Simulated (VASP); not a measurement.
C:

```
C
1.0
     0.00000    1.78337    1.78337
     1.78337    0.00000    1.78337
     1.78337    1.78337    0.00000
C
2
Direct
  0.50000 0.50000 0.50000
  0.75000 0.75000 0.75000
```

* Program: VASP 6.6.1
* Task: relaxation of cell and atoms
* Functional: LDA
* Potentials or basis: VASP PAW LDA potentials, release 64 (C)
* Cutoff: 600 eV
* k mesh: 22 × 22 × 22
* Occupations: fermi-dirac, width 0.1 eV
* Spin: no spin polarisation

At the start: pressure -12.4 GPa; volume 5.67 Å³/atom.

How do energy, volume and symmetry change on relaxing?

Over 6 steps the energy falls by 6.2 meV/atom and the volume is 5.52 Å³/atom (-2.8 %); space group Fd-3m (No. 227, to 0.05 Å).

Step by step:
```
step  energy change (eV)  largest force (eV/Å)  pressure (GPa)  volume (Å³)
   1              0.0000                0.0000          -12.37        11.34
   2              0.0089                0.0000           17.94        10.64
   3             -0.0123                0.0000           -0.11        11.03
   4             -0.0123                0.0000            0.15        11.03
   5             -0.0123                0.0000           -0.15        11.03
   6             -0.0123                0.0000           -0.03        11.03
```

Final structure:
```xyz
2
Lattice="0.0000 1.7668 1.7668 1.7668 0.0000 1.7668 1.7668 1.7668 0.0000" Properties=species:S:1:pos:R:3 pbc="T T T"
C     1.7668    1.7668    1.7668
C     2.6502    2.6502    2.6502
```
